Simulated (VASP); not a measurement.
# Hg (P6/mmm) in VASP: notebook

The runs below take Hg through electric field gradients, single point, with PBE.

All numbers are computed with VASP 6.6.1; they aren't measurements. Logs are shortened: lines on timing, memory, paths and dates and some standing lists are left out, and cuts for length are marked.

**1. The cell of the first run**

The structure is hexagonal, space group P6/mmm (No. 191). The conventional cell has a = 4.540 Å, b = 4.540 Å, c = 3.870 Å, α = 90.00°, β = 90.00°, γ = 120.00°. Within 3.5 Å of Hg (site symmetry -6m2) lie 9 Hg at 2.62 to 3.26 Å. Hg (site symmetry 6/mmm) has 14 Hg at 3.26 to 3.87 Å within 4.3 Å.

**2. Electric field gradients, PBE**

Input file INCAR:

```
ALGO = Normal
EDIFF = 1E-8
ENCUT = 520
GGA = PE
ISIF = 2
ISMEAR = -1
LASPH = True
LCHARG = False
LEFG = True
LREAL = False
LWAVE = False
NBANDS = 25
NELM = 100
PREC = Accurate
SIGMA = 0.05
```

Input file KPOINTS:

```
k-points
0
Gamma
  8 8 9
```

Input file POSCAR:

```
Hg
1.0
    4.5400020208      0.0000000000      0.0000000000
   -2.2700010104      3.9317570832      0.0000000000
    0.0000000000      0.0000000000      3.8700000000
Hg
3
Direct
    0.3333333333      0.6666666667      0.5000000000
    0.0000000000      0.0000000000      0.0000000000
    0.6666666667      0.3333333333      0.5000000000
```

Potentials or basis: VASP PAW PBE potentials, release 64 (Hg).

Run with:

```bash
> cat potpaw_PBE.64/Hg/POTCAR > POTCAR
> mpirun -np 1 vasp_std > vasp.out
```

OUTCAR:

```text
EDIFF = 1E-8
   ENCUT = 520
   GGA = PE
   ISIF = 2
   ISMEAR = -1
   LASPH = True
   LREAL = False
   NELM = 100
   PREC = Accurate

 ion  position               nearest neighbor table
   1  0.333  0.667  0.500-   3 2.62   3 2.62   3 2.62   2 3.26   2 3.26   2 3.26   2 3.26   2 3.26
                             2 3.26
   2  0.000  0.000  0.000-   1 3.26   3 3.26   1 3.26   3 3.26   1 3.26   1 3.26   3 3.26   3 3.26
                             3 3.26   3 3.26   1 3.26   1 3.26
   3  0.667  0.333  0.500-   1 2.62   1 2.62   1 2.62   2 3.26   2 3.26   2 3.26   2 3.26   2 3.26
                             2 3.26

  LATTYP: Found a hexagonal cell.
 ALAT       =     4.5400020208
 C/A-ratio  =     0.8524225281

  Lattice vectors:

 A1 = (   4.5400020208,   0.0000000000,   0.0000000000)
 A2 = (  -2.2700010104,   3.9317570832,   0.0000000000)
 A3 = (   0.0000000000,   0.0000000000,   3.8700000000)

Analysis of symmetry for initial positions (statically):
=====================================================================
 Subroutine PRICEL returns:
 Original cell was already a primitive cell.

 Routine SETGRP: Setting up the symmetry group for a
 hexagonal supercell.

 Subroutine GETGRP returns: Found 24 space group operations
 (whereof 24 operations were pure point group operations)
 out of a pool of 24 trial point group operations.

The static configuration has the point symmetry D_6h.

Analysis of symmetry for dynamics (positions and initial velocities):
=====================================================================
 Subroutine PRICEL returns:
 Original cell was already a primitive cell.

 Routine SETGRP: Setting up the symmetry group for a
 hexagonal supercell.

 Subroutine GETGRP returns: Found 24 space group operations
 (whereof 24 operations were pure point group operations)
 out of a pool of 24 trial point group operations.

The dynamic configuration has the point symmetry D_6h.

 Subroutine INISYM returns: Found 24 space group operations
 (whereof 24 operations are pure point group operations),
 and found     1 'primitive' translations

----------------------------------------------------------------------------------------

                                     Primitive cell

  volume of cell :      69.0802

  direct lattice vectors                    reciprocal lattice vectors
     4.540002021  0.000000000  0.000000000     0.220264219  0.127169606  0.000000000
    -2.270001010  3.931757083  0.000000000     0.000000000  0.254339212  0.000000000
     0.000000000  0.000000000  3.870000000     0.000000000  0.000000000  0.258397933

  length of vectors
     4.540002021  4.540002021  3.870000000     0.254339212  0.254339212  0.258397933

  position of ions in fractional coordinates (direct lattice)
     0.333333333  0.666666667  0.500000000
     0.000000000  0.000000000  0.000000000
     0.666666667  0.333333333  0.500000000

  ion indices of the primitive-cell ions
   primitive index   ion index
                 1           1
                 2           2
                 3           3

----------------------------------------------------------------------------------------

 KPOINTS: k-points

Automatic generation of k-mesh.
 Grid dimensions read from file:
 generate k-points for:    8    8    9

 Generating k-lattice:

  Cartesian coordinates                     Fractional coordinates (reciprocal lattice)
     0.027533027  0.015896201  0.000000000     0.125000000  0.000000000  0.000000000
     0.000000000  0.031792402  0.000000000     0.000000000  0.125000000  0.000000000
     0.000000000  0.000000000  0.028710881     0.000000000  0.000000000  0.111111111

  Length of vectors
     0.031792402  0.031792402  0.028710881

  Shift w.r.t. Gamma in fractional coordinates (k-lattice)
     0.000000000  0.000000000  0.000000000

 Subroutine IBZKPT returns following result:
 ===========================================

 Found     50 irreducible k-points:

 Following reciprocal coordinates:
            Coordinates               Weight
  0.000000  0.000000  0.000000      1.000000
  0.125000  0.000000  0.000000      6.000000
  0.250000  0.000000  0.000000      6.000000
  0.375000  0.000000  0.000000      6.000000
  0.500000  0.000000  0.000000      3.000000
  0.125000  0.125000  0.000000      6.000000
[... 16 lines left out ...]
  0.250000  0.000000  0.222222     12.000000
  0.375000  0.000000  0.222222     12.000000
 [... further k-points ...]
   k-points           NKPTS =     50   k-points in BZ     NKDIM =     50   number of bands    NBANDS=     25
   number of dos      NEDOS =    301   number of ions     NIONS =      3
   total plane-waves  NPLWV =  38880
   dimension x,y,z NGX =    36 NGY =   36 NGZ =   30
   dimension x,y,z NGXF=    72 NGYF=   72 NGZF=   60
   ions per type =               3
   NGX,Y,Z   is equivalent  to a cutoff of  13.18, 13.18, 12.89 a.u.
   NGXF,Y,Z  is equivalent  to a cutoff of  26.36, 26.36, 25.77 a.u.
 SYSTEM =  unknown system
   PREC   = accura    normal or accurate (medium, high low for compatibility)
   ISTART =      0    job   : 0-new  1-cont  2-samecut
   ICHARG =      2    charge: 1-file 2-atom 10-const
   ISPIN  =      1    spin polarized calculation?
   LNONCOLLINEAR =      F non collinear calculations
   LSORBIT =      F    spin-orbit coupling
   LASPH  =      T    aspherical Exc in radial PAW
   ENCUT  =  520.0 eV  38.22 Ry    6.18 a.u.   8.44  8.44  7.20*2*pi/ulx,y,z
   NELM   =    100;   NELMIN=  2; NELMDL= -5     # of ELM steps
   EDIFF  = 0.1E-07   stopping-criterion for ELM
   LREAL  =      F    real-space projection
   EDIFFG = 0.1E-06   stopping-criterion for IOM
   NSW    =      0    number of steps for IOM
   IBRION =     -1    ionic relax: 0-MD 1-quasi-New 2-CG
   NFREE  =      0    steps in history (QN), initial steepest desc. (CG)
   ISIF   =      2    stress and relaxation
   ISYM   =      2    0-nonsym 1-usesym 2-fastsym
   POTIM  = 0.5000    time-step for ionic-motion
   TEBEG  =    0.0;   TEEND  =   0.0 temperature during run
   PSTRESS=    0.0 pullay stress
   NELECT =      36.0000    total number of electrons
   NUPDOWN=      -1.0000    fix difference up-down
   EMIN   =  10.00;   EMAX   =-10.00  energy-range for DOS
   EFERMI =   0.00;   METHOD = LEGACY
   ISMEAR =    -1;   SIGMA  =   0.05  broadening in eV -4-tet -1-fermi 0-gaus
   EFERMI_NEDOS =   21; number of points for ismear=-14 and -15
   IALGO  =     38    algorithm
   IMIX   =      4    mixing-type and parameters
     AMIX     =   0.40;   BMIX     =  1.00
     AMIX_MAG =   1.60;   BMIX_MAG =  1.00
  volume/ion in A,a.u.               =      23.03       155.39
  Fermi-wavevector in a.u.,A,eV,Ry     =   1.317421  2.489564 23.614230  1.735597
  Thomas-Fermi vector in A             =   2.447463
   LORBIT       =      0    0 simple, 1 ext, 2 COOP (PROOUT), +10 PAW based schemes
   GGA     = PE    functional components
   LHFCALC =     F    Hartree Fock is set to
   AEXX    =    0.0000 exact exchange contribution
   IVDW    =     0    specifies the selected vdW correction
   LEPSILON=     F    determine dielectric tensor
   LRPA    =     F    only Hartree local field effects (RPA)
 non-spin polarized calculation
  energy-cutoff  :      520.00
  volume of cell :       69.08
 maximum number of plane-waves:      1886
 NGX is ok and might be reduce to    36
   NGX = 17   NGY = 17   NGZ = 15

 number of electron      36.0000005 magnetization

 Free energy of the ion-electron system (eV)
  ---------------------------------------------------
  ext. energy  EPLUGINS =         0.00000000
  ---------------------------------------------------
  free energy    TOTEN  =         0.48665497 eV

  energy without entropy =        0.49663532  energy(sigma->0) =        0.49164514

 E-fermi :   3.2148     XC(G=0): -10.9234

 val. band max:        3.2011620148   @ k =   0.3750   0.0000   0.4444
 cond. band min:       3.2363694060   @ k =   0.3750   0.1250   0.3333
 fundamental gap:      0.0352073912
 Fermi energy:         3.2147921459

 k-point     1 :       0.0000    0.0000    0.0000
  band No.  band energies     occupation
      1      -6.8251      2.00000
      2      -5.1074      2.00000
      3      -4.8402      2.00000
      4      -4.8402      2.00000
      5      -4.6395      2.00000
      6      -4.6395      2.00000
[... 661 lines left out ...]
     24      11.9446      0.00000
     25      14.0272      0.00000

 [... further k-points ...]

------------------------ aborting loop because EDIFF is reached ----------------------------------------

  FORCE on cell =-STRESS in cart. coord.  units (eV):
  Direction    XX          YY          ZZ          XY          YZ          ZX
  --------------------------------------------------------------------------------------
  -------------------------------------------------------------------------------------
  Total        8.1508024      8.1508024      1.6477228      0.0000000      0.0000000      0.0000000
  in kB      189.0415456    189.0415456     38.2156318      0.0000000      0.0000000      0.0000000
  external PRESSURE =     138.7662410 kB  Pullay stress =       0.0000000 kB

 VOLUME and BASIS-vectors are now :
 -----------------------------------------------------------------------------
  energy-cutoff  :      520.00
  volume of cell :       69.08
      direct lattice vectors                 reciprocal lattice vectors
     4.540002021  0.000000000  0.000000000     0.220264219  0.127169606  0.000000000
    -2.270001010  3.931757083  0.000000000     0.000000000  0.254339212  0.000000000
     0.000000000  0.000000000  3.870000000     0.000000000  0.000000000  0.258397933

 POSITION                                       TOTAL-FORCE (eV/Angst)
 -----------------------------------------------------------------------------------
     -0.00000      2.62117      1.93500         0.000000     -0.000000      0.000000
      0.00000      0.00000      0.00000        -0.000000      0.000000     -0.000000
      2.27000      1.31059      1.93500        -0.000000      0.000000     -0.000000
 -----------------------------------------------------------------------------------
    total drift:                                0.000000     -0.000000     -0.000000

  FREE ENERGIE OF THE ION-ELECTRON SYSTEM (eV)
  ---------------------------------------------------
  free  energy   TOTEN  =         0.4866549711 eV

  energy  without entropy=        0.4966353156  energy(sigma->0) =        0.49164514

 Electric field gradients (V/A^2)
---------------------------------------------------------------------
 ion       V_xx      V_yy      V_zz      V_xy      V_xz      V_yz
---------------------------------------------------------------------
   1    -168.608  -168.607   337.216     0.001     0.000    -0.000
   2     -16.718   -16.717    33.435     0.001     0.000    -0.000
   3    -168.608  -168.607   337.216     0.001     0.000     0.000
---------------------------------------------------------------------

 Electric field gradients after diagonalization (V/A^2)
 (convention: |V_zz| > |V_xx| > |V_yy|)
----------------------------------------------------------------------
 ion       V_xx      V_yy      V_zz     asymmetry (V_yy - V_xx)/ V_zz
----------------------------------------------------------------------
   1    -168.609  -168.607   337.216       0.000
   2     -16.718   -16.717    33.435       0.000
   3    -168.609  -168.607   337.216       0.000
----------------------------------------------------------------------

           NMR quadrupolar parameters

 Cq : quadrupolar parameter    Cq=e*Q*V_zz/h
 eta: asymmetry parameters     (V_yy - V_xx)/ V_zz
 Q  : nuclear electric quadrupole moment in mb (millibarn)
----------------------------------------------------------------------
 ion       Cq(MHz)       eta       Q (mb)
----------------------------------------------------------------------
   1       0.815       0.000       1.000
   2       0.081       0.000       1.000
   3       0.815       0.000       1.000
----------------------------------------------------------------------
```

Run time: 83 s. Hardware: 1 thread of AMD EPYC 7R43 (Zen 3), shared host; peak memory 0.18 GiB.

What came out:

* Free energy: 0.4867 eV
* Pressure: 13.9 GPa
* Band gap on the k mesh: zero (bands 18 and 19 overlap by 5.09 eV)
* Largest electric field gradient by atom: Hg +337.2, +33.4 (each value once) V/Å²

Electric field gradients, principal values (V/Å²):
| atom | least | middle | greatest (by size) |
| --- | --- | --- | --- |
| 1 Hg | -168.607 | -168.609 | 337.216 |
| 2 Hg | -16.717 | -16.718 | 33.435 |
| 3 Hg | -168.607 | -168.609 | 337.216 |

Caveat: the cell stands under pressure; without QUAD_EFG the Cq values of the log hold for a quadrupole moment of 1 mb, not for the nuclei; spin-orbit coupling is left out, which moves the levels of the heavy elements.

**3. Single point, PBE**

POSCAR is that of step 2.

Input file INCAR.step1:

```
ALGO = Normal ; EDIFF = 1E-6
ENCUT = 520 ; GGA = PE
ISIF = 2 ; ISMEAR = -1
LASPH = T ; LCHARG = T
LREAL = F ; LWAVE = F
NBANDS = 25 ; NELM = 100
PREC = Accurate ; SIGMA = 0.05
```

Input file KPOINTS.step1:

```
k-points
0
Gamma
  8 8 9
```

Input file INCAR.step2:

```
ALGO = Normal ; EDIFF = 1E-6
ENCUT = 520 ; GGA = PE
ICHARG = 11 ; ISIF = 2
ISMEAR = -5 ; LASPH = T
LCHARG = F ; LORBIT = 11
LREAL = F ; LWAVE = F
NEDOS = 2001 ; NELM = 100
PREC = Accurate ; SIGMA = 0.05
```

Input file KPOINTS.step2:

```
k-points
0
Gamma
  12 12 14
```

Potentials or basis: VASP PAW PBE potentials, release 64 (Hg).

Run with:

```bash
> cat potpaw_PBE.64/Hg/POTCAR > POTCAR
> cp INCAR.step1 INCAR
> cp KPOINTS.step1 KPOINTS
> mpirun -np 1 vasp_std > vasp.out
> cp INCAR.step2 INCAR
> cp KPOINTS.step2 KPOINTS
> mpirun -np 1 vasp_std > vasp.out
```

It took 2.7 min on 1 thread of AMD EPYC 7R43 (Zen 3), shared host; peak memory 0.28 GiB.

It converged, with:

```yaml
Valence_electrons_inside_the_program's_atomic_spheres: Hg 10.62, 10.46 (each value once)
```

Levels at points of the mesh, in eV from the Fermi level:
```
           k point  band 15  band 16  band 17  band 18  band 19  band 20  band 21  band 22
(0.00, 0.00, 0.00)    -6.01    -6.01     0.39     1.95     2.65     3.57     3.57     3.84
(0.50, 0.00, 0.00)    -5.95    -5.79    -5.04    -0.67     0.29     6.09     6.13     7.04
(0.00, 0.00, 0.50)    -6.13    -6.11    -5.22     4.22     4.22     4.24     4.82     5.30
(0.50, 0.00, 0.50)    -6.08    -3.98    -3.15    -2.34    -1.25     2.30     3.45     3.89
```

Caveat: spin-orbit coupling is left out, which moves the levels of the heavy elements; tetrahedron occupations give inexact forces and stress in metals.
